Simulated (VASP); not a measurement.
# BAs (zincblende type) (F-43m) in VASP: a series of runs

BAs (zincblende type) is run at these levels: LDA; tasks: single point, relaxation of cell and atoms.

All numbers are computed with VASP 6.6.1; they aren't measurements. Logs are shortened: lines on timing, memory, paths and dates and some standing lists are left out, and cuts for length are marked.

### 1 The cell of the first run

It takes space group F-43m (No. 216, cubic). Conventional cell: a = 4.535 Å, b = 4.535 Å, c = 4.535 Å, α = 90.00°, β = 90.00°, γ = 90.00°. B (site symmetry -43m) has 4 As at 1.96 Å within 2.6 Å. As (site symmetry -43m) has 4 B at 1.96 Å within 2.6 Å.

### 2 Single point, LDA (volume scaled by 0.88)

File INCAR:

```
SYSTEM = BAs
ALGO = Normal
EDIFF = 1E-6
ENCUT = 520
GGA = CA
ISIF = 2
ISMEAR = -1
LASPH = .TRUE.
LCHARG = .FALSE.
LREAL = .FALSE.
LWAVE = .FALSE.
NBANDS = 11
NELM = 80
PREC = Accurate
SIGMA = 0.05
```

File KPOINTS:

```
k-points
0
G
  15 15 15
  0 0 0
```

File POSCAR:

```
BAs
1.0
    0.0000000000      2.2675699192      2.2675699192
    2.2675699192      0.0000000000      2.2675699192
    2.2675699192      2.2675699192      0.0000000000
B As
1 1
Direct
    0.0000000000      0.0000000000      0.0000000000
    0.2500000000      0.2500000000      0.2500000000
```

Potentials or basis: VASP PAW LDA potentials, release 64 (B, As).

Started as:

```sh
> cat potpaw_LDA.64/B/POTCAR potpaw_LDA.64/As/POTCAR > POTCAR
> mpirun -np 1 vasp_std > vasp.out
```

OUTCAR:

```text
SYSTEM = BAs
   EDIFF = 1E-6
   ENCUT = 520
   GGA = CA
   ISIF = 2
   ISMEAR = -1
   LASPH = .TRUE.
   LREAL = .FALSE.
   NELM = 80
   PREC = Accurate

 ion  position               nearest neighbor table
   1  0.000  0.000  0.000-   2 1.96   2 1.96   2 1.96   2 1.96
   2  0.250  0.250  0.250-   1 1.96   1 1.96   1 1.96   1 1.96

  LATTYP: Found a face centered cubic cell.
 ALAT       =     4.5351398384

  Lattice vectors:

 A1 = (   0.0000000000,   2.2675699192,   2.2675699192)
 A2 = (   2.2675699192,   0.0000000000,   2.2675699192)
 A3 = (   2.2675699192,   2.2675699192,   0.0000000000)

Analysis of symmetry for initial positions (statically):
=====================================================================
 Subroutine PRICEL returns:
 Original cell was already a primitive cell.

 Routine SETGRP: Setting up the symmetry group for a
 face centered cubic supercell.

 Subroutine GETGRP returns: Found 24 space group operations
 (whereof 24 operations were pure point group operations)
 out of a pool of 48 trial point group operations.

The static configuration has the point symmetry T_d .

Analysis of symmetry for dynamics (positions and initial velocities):
=====================================================================
 Subroutine PRICEL returns:
 Original cell was already a primitive cell.

 Routine SETGRP: Setting up the symmetry group for a
 face centered cubic supercell.

 Subroutine GETGRP returns: Found 24 space group operations
 (whereof 24 operations were pure point group operations)
 out of a pool of 48 trial point group operations.

The dynamic configuration has the point symmetry T_d .

 Subroutine INISYM returns: Found 24 space group operations
 (whereof 24 operations are pure point group operations),
 and found     1 'primitive' translations

----------------------------------------------------------------------------------------

                                     Primitive cell

  volume of cell :      23.3191

  direct lattice vectors                    reciprocal lattice vectors
     0.000000000  2.267569919  2.267569919    -0.220500367  0.220500367  0.220500367
     2.267569919  0.000000000  2.267569919     0.220500367 -0.220500367  0.220500367
     2.267569919  2.267569919  0.000000000     0.220500367  0.220500367 -0.220500367

  length of vectors
     3.206828133  3.206828133  3.206828133     0.381917839  0.381917839  0.381917839

  position of ions in fractional coordinates (direct lattice)
     0.000000000  0.000000000  0.000000000
     0.250000000  0.250000000  0.250000000

  ion indices of the primitive-cell ions
   primitive index   ion index
                 1           1
                 2           2

----------------------------------------------------------------------------------------

 KPOINTS: k-points

Automatic generation of k-mesh.
 Grid dimensions read from file:
 generate k-points for:   15   15   15

 Generating k-lattice:

  Cartesian coordinates                     Fractional coordinates (reciprocal lattice)
    -0.014700024  0.014700024  0.014700024     0.066666667  0.000000000  0.000000000
     0.014700024 -0.014700024  0.014700024     0.000000000  0.066666667  0.000000000
     0.014700024  0.014700024 -0.014700024     0.000000000  0.000000000  0.066666667

  Length of vectors
     0.025461189  0.025461189  0.025461189

  Shift w.r.t. Gamma in fractional coordinates (k-lattice)
     0.000000000  0.000000000  0.000000000

 Subroutine IBZKPT returns following result:
 ===========================================

 Found    120 irreducible k-points:

 Following reciprocal coordinates:
            Coordinates               Weight
  0.000000  0.000000  0.000000      1.000000
  0.066667  0.000000  0.000000      8.000000
  0.133333  0.000000  0.000000      8.000000
  0.200000  0.000000  0.000000      8.000000
  0.266667  0.000000  0.000000      8.000000
  0.333333  0.000000  0.000000      8.000000
[... 16 lines left out ...]
  0.133333  0.133333  0.000000      6.000000
  0.200000  0.133333  0.000000     24.000000
 [... further k-points ...]
   k-points           NKPTS =    120   k-points in BZ     NKDIM =    120   number of bands    NBANDS=     11
   number of dos      NEDOS =    301   number of ions     NIONS =      2
   total plane-waves  NPLWV =  13824
   dimension x,y,z NGX =    24 NGY =   24 NGZ =   24
   dimension x,y,z NGXF=    48 NGYF=   48 NGZF=   48
   ions per type =               1   1
   NGX,Y,Z   is equivalent  to a cutoff of  12.44, 12.44, 12.44 a.u.
   NGXF,Y,Z  is equivalent  to a cutoff of  24.88, 24.88, 24.88 a.u.
 SYSTEM =  BAs
   PREC   = accura    normal or accurate (medium, high low for compatibility)
   ISTART =      0    job   : 0-new  1-cont  2-samecut
   ICHARG =      2    charge: 1-file 2-atom 10-const
   ISPIN  =      1    spin polarized calculation?
   LNONCOLLINEAR =      F non collinear calculations
   LSORBIT =      F    spin-orbit coupling
   LASPH  =      T    aspherical Exc in radial PAW
   ENCUT  =  520.0 eV  38.22 Ry    6.18 a.u.   5.96  5.96  5.96*2*pi/ulx,y,z
   NELM   =     80;   NELMIN=  2; NELMDL= -5     # of ELM steps
   EDIFF  = 0.1E-05   stopping-criterion for ELM
   LREAL  =      F    real-space projection
   EDIFFG = 0.1E-04   stopping-criterion for IOM
   NSW    =      0    number of steps for IOM
   IBRION =     -1    ionic relax: 0-MD 1-quasi-New 2-CG
   NFREE  =      0    steps in history (QN), initial steepest desc. (CG)
   ISIF   =      2    stress and relaxation
   ISYM   =      2    0-nonsym 1-usesym 2-fastsym
   POTIM  = 0.5000    time-step for ionic-motion
   TEBEG  =    0.0;   TEEND  =   0.0 temperature during run
   PSTRESS=    0.0 pullay stress
   NELECT =       8.0000    total number of electrons
   NUPDOWN=      -1.0000    fix difference up-down
   EMIN   =  10.00;   EMAX   =-10.00  energy-range for DOS
   EFERMI =   0.00;   METHOD = LEGACY
   ISMEAR =    -1;   SIGMA  =   0.05  broadening in eV -4-tet -1-fermi 0-gaus
   EFERMI_NEDOS =   21; number of points for ismear=-14 and -15
   IALGO  =     38    algorithm
   IMIX   =      4    mixing-type and parameters
     AMIX     =   0.40;   BMIX     =  1.00
     AMIX_MAG =   1.60;   BMIX_MAG =  1.00
  volume/ion in A,a.u.               =      11.66        78.68
  Fermi-wavevector in a.u.,A,eV,Ry     =   1.146043  2.165707 17.870081  1.313414
  Thomas-Fermi vector in A             =   2.282729
   LORBIT       =      0    0 simple, 1 ext, 2 COOP (PROOUT), +10 PAW based schemes
   GGA     = CA    functional components
   LHFCALC =     F    Hartree Fock is set to
   AEXX    =    0.0000 exact exchange contribution
   IVDW    =     0    specifies the selected vdW correction
   LEPSILON=     F    determine dielectric tensor
   LRPA    =     F    only Hartree local field effects (RPA)
 non-spin polarized calculation
  energy-cutoff  :      520.00
  volume of cell :       23.32
 maximum number of plane-waves:       639
   NGX = 11   NGY = 11   NGZ = 11

 number of electron       8.0000000 magnetization

 Free energy of the ion-electron system (eV)
  ---------------------------------------------------
  ext. energy  EPLUGINS =         0.00000000
  ---------------------------------------------------
  free energy    TOTEN  =       -12.68416357 eV

  energy without entropy =      -12.68416335  energy(sigma->0) =      -12.68416346

 E-fermi :   8.5090     XC(G=0): -11.4460

 val. band max:        8.0355047309   @ k =   0.0000   0.0000   0.0000
 cond. band min:       9.0119812729   @ k =   0.4000   0.4000   0.0000
 fundamental gap:      0.9764765420
 Fermi energy:         8.5089771160

 k-point     1 :       0.0000    0.0000    0.0000
  band No.  band energies     occupation
      1      -8.8523      2.00000
      2       8.0355      1.99985
      3       8.0355      1.99985
      4       8.0355      1.99985
      5      11.5076      0.00000
      6      11.5076      0.00000
      7      11.5076      0.00000
      8      14.7892      0.00000
      9      18.2623      0.00000
     10      21.7486      0.00000
     11      21.7486      0.00000

 k-point     2 :       0.0667    0.0000    0.0000
  band No.  band energies     occupation
      1      -8.7686      2.00000
      2       7.2739      2.00000
      3       7.8617      2.00000
      4       7.8617      2.00000
      5      11.7330      0.00000
      6      11.7330      0.00000
      7      11.7603      0.00000
      8      15.0524      0.00000
      9      18.6278      0.00000
     10      20.8959      0.00000
     11      20.8959      0.00000

 k-point     3 :       0.1333    0.0000    0.0000
  band No.  band energies     occupation
      1      -8.5188      2.00000
      2       5.6858      2.00000
      3       7.4619      2.00000
      4       7.4619      2.00000
      5      11.9862      0.00000
      6      12.2494      0.00000
      7      12.2494      0.00000
      8      15.7120      0.00000
      9      19.5109      0.00000
     10      20.0039      0.00000
     11      20.0039      0.00000

 k-point     4 :       0.2000    0.0000    0.0000
  band No.  band energies     occupation
      1      -8.1071      2.00000
      2       3.9021      2.00000
      3       7.0118      2.00000
      4       7.0118      2.00000
      5      11.9922      0.00000
      6      12.7687      0.00000
      7      12.7687      0.00000
      8      16.4440      0.00000
      9      19.5946      0.00000
     10      19.5946      0.00000
     11      20.0741      0.00000
[... 239 lines left out ...]
 k-point    22 :      -0.0667    0.0667    0.0000
  band No.  band energies     occupation
      1      -8.6296      2.00000
      2       6.6029      2.00000
      3       7.0204      2.00000
      4       7.8963      1.99999
      5      11.7393      0.00000
      6      11.9173      0.00000
      7      12.4419      0.00000
      8      15.3857      0.00000
      9      19.1891      0.00000
     10      19.7693      0.00000
     11      20.7177      0.00000

 k-point    23 :       0.1333    0.1333    0.0000
  band No.  band energies     occupation
      1      -8.4072      2.00000
      2       6.5173      2.00000
      3       6.5173      2.00000
      4       6.5437      2.00000
      5      10.5969      0.00000
      6      13.4904      0.00000
      7      13.4904      0.00000
      8      15.0874      0.00000
      9      18.6104      0.00000
     10      20.0756      0.00000
     11      22.2110      0.00000

 k-point    24 :       0.2000    0.1333    0.0000
  band No.  band energies     occupation
      1      -8.1041      2.00000
      2       5.0497      2.00000
      3       6.0287      2.00000
      4       6.4417      2.00000
      5      10.5936      0.00000
      6      13.9390      0.00000
      7      14.1932      0.00000
      8      14.8490      0.00000
      9      18.7266      0.00000
     10      21.0330      0.00000
     11      21.9360      0.00000

 [... further k-points ...]
[... 5 lines left out ...]
  --------------------------------------------------------------------------------------
  -------------------------------------------------------------------------------------
  Total        3.7730698      3.7730698      3.7730698      0.0000000      0.0000000      0.0000000
  in kB      259.2348409    259.2348409    259.2348409      0.0000000      0.0000000      0.0000000
  external PRESSURE =     259.2348409 kB  Pullay stress =       0.0000000 kB

 VOLUME and BASIS-vectors are now :
 -----------------------------------------------------------------------------
  energy-cutoff  :      520.00
  volume of cell :       23.32
      direct lattice vectors                 reciprocal lattice vectors
     0.000000000  2.267569919  2.267569919    -0.220500367  0.220500367  0.220500367
     2.267569919  0.000000000  2.267569919     0.220500367 -0.220500367  0.220500367
     2.267569919  2.267569919  0.000000000     0.220500367  0.220500367 -0.220500367

 POSITION                                       TOTAL-FORCE (eV/Angst)
 -----------------------------------------------------------------------------------
      0.00000      0.00000      0.00000        -0.000000      0.000000     -0.000000
      1.13378      1.13378      1.13378         0.000000     -0.000000      0.000000
 -----------------------------------------------------------------------------------
    total drift:                                0.000000      0.000000      0.000000

  FREE ENERGIE OF THE ION-ELECTRON SYSTEM (eV)
  ---------------------------------------------------
  free  energy   TOTEN  =       -12.6841635711 eV

  energy  without entropy=      -12.6841633478  energy(sigma->0) =      -12.68416346
```

Run time: 9 s. Hardware: 1 thread of Intel Xeon 6975P-C (Granite Rapids), shared host; peak memory 0.15 GiB.

Results:

| Quantity | Value |
| --- | --- |
| Free energy | -12.6842 eV |
| Pressure | 25.9 GPa |
| Band gap on the k mesh | 0.98 eV, indirect (least direct gap 3.47 eV) |

Levels at points of the mesh, in eV from the valence-band top:
```csv
k point,band 1,band 2,band 3,band 4,band 5,band 6,band 7,band 8,band 9
"(0.00, 0.00, 0.00)",-16.89,0.00,0.00,0.00,3.47,3.47,3.47,6.75,10.23
```

 A k mesh can miss the band edges.

### 3 Single point, LDA (volume scaled by 0.94)

File INCAR:

```
SYSTEM = BAs
PREC = Accurate
ENCUT = 520
EDIFF = 1E-6
ISMEAR = -1
SIGMA = 0.05
LREAL = .FALSE.
LASPH = .TRUE.
NELM = 60
ALGO = Normal
ISIF = 2
LWAVE = .FALSE.
LCHARG = .TRUE.
LELF = .TRUE.
LVHAR = .TRUE.
NBANDS = 11
```

File KPOINTS:

```
regular mesh
0
G
  15 15 15
  0 0 0
```

File POSCAR:

```
BAs
1.0
    0.0000000000      2.3179767790      2.3179767790
    2.3179767790      0.0000000000      2.3179767790
    2.3179767790      2.3179767790      0.0000000000
B As
1 1
Direct
    0.0000000000      0.0000000000      0.0000000000
    0.2500000000      0.2500000000      0.2500000000
```

Potentials or basis: VASP PAW LDA potentials, release 64 (B, As).

Started as:

```sh
> cat potpaw_LDA.64/B/POTCAR potpaw_LDA.64/As/POTCAR > POTCAR
> mpirun -np 1 vasp_std > vasp.out
```

OUTCAR:

```text
SYSTEM = BAs
   PREC = Accurate
   ENCUT = 520
   EDIFF = 1E-6
   ISMEAR = -1
   LREAL = .FALSE.
   LASPH = .TRUE.
   NELM = 60
   ISIF = 2

 ion  position               nearest neighbor table
   1  0.000  0.000  0.000-   2 2.01   2 2.01   2 2.01   2 2.01
   2  0.250  0.250  0.250-   1 2.01   1 2.01   1 2.01   1 2.01

  LATTYP: Found a face centered cubic cell.
 ALAT       =     4.6359535580

  Lattice vectors:

 A1 = (   0.0000000000,   2.3179767790,   2.3179767790)
 A2 = (   2.3179767790,   0.0000000000,   2.3179767790)
[... 512 lines left out ...]
      7      13.0999      0.00000
      8      13.7366      0.00000
      9      17.4759      0.00000
     10      19.5855      0.00000
     11      20.8264      0.00000

 [... further k-points ...]
[... 5 lines left out ...]
  --------------------------------------------------------------------------------------
  -------------------------------------------------------------------------------------
  Total        1.7921221      1.7921221      1.7921221     -0.0000000      0.0000000      0.0000000
  in kB      115.2712334    115.2712334    115.2712334     -0.0000000      0.0000000      0.0000000
  external PRESSURE =     115.2712334 kB  Pullay stress =       0.0000000 kB

 VOLUME and BASIS-vectors are now :
 -----------------------------------------------------------------------------
  energy-cutoff  :      520.00
  volume of cell :       24.91
      direct lattice vectors                 reciprocal lattice vectors
     0.000000000  2.317976779  2.317976779    -0.215705353  0.215705353  0.215705353
     2.317976779  0.000000000  2.317976779     0.215705353 -0.215705353  0.215705353
     2.317976779  2.317976779  0.000000000     0.215705353  0.215705353 -0.215705353

 POSITION                                       TOTAL-FORCE (eV/Angst)
 -----------------------------------------------------------------------------------
      0.00000      0.00000      0.00000        -0.000000     -0.000000     -0.000000
      1.15899      1.15899      1.15899         0.000000      0.000000      0.000000
 -----------------------------------------------------------------------------------
    total drift:                                0.000000      0.000000      0.000000

  FREE ENERGIE OF THE ION-ELECTRON SYSTEM (eV)
  ---------------------------------------------------
  free  energy   TOTEN  =       -12.8668323052 eV

  energy  without entropy=      -12.8668321764  energy(sigma->0) =      -12.86683224
```

stdout:

```text
POSCAR found type information on POSCAR B As
 POSCAR found :  2 types and       2 ions
 scaLAPACK will be used
 LDA part: xc-table for (Slater(with rela. corr.)+CA(PZ))
 , standard interpolation
 POSCAR, INCAR and KPOINTS ok, starting setup
 FFT: planning ... GRIDC
 FFT: planning ... GRID_SOFT
 FFT: planning ... GRID
 WAVECAR not read
 entering main loop
```

Run time: 8.3 s. Hardware: 1 thread of Intel Xeon 6975P-C (Granite Rapids), shared host; peak memory 0.14 GiB.

What came out:

| Property | Result |
| --- | --- |
| Free energy | -12.8668 eV |
| Pressure | 11.5 GPa |
| Band gap on the k mesh | 1.04 eV, indirect (least direct gap 3.37 eV) |

Levels at points of the mesh, in eV from the valence-band top:
| k point | band 1 | band 2 | band 3 | band 4 | band 5 | band 6 | band 7 | band 8 | band 9 |
| --- | --- | --- | --- | --- | --- | --- | --- | --- | --- |
| (0.00, 0.00, 0.00) | -16.22 | 0.00 | 0.00 | 0.00 | 3.37 | 3.37 | 3.37 | 5.87 | 9.83 |

 A k mesh can miss the band edges.

[end of part 1 of 2]
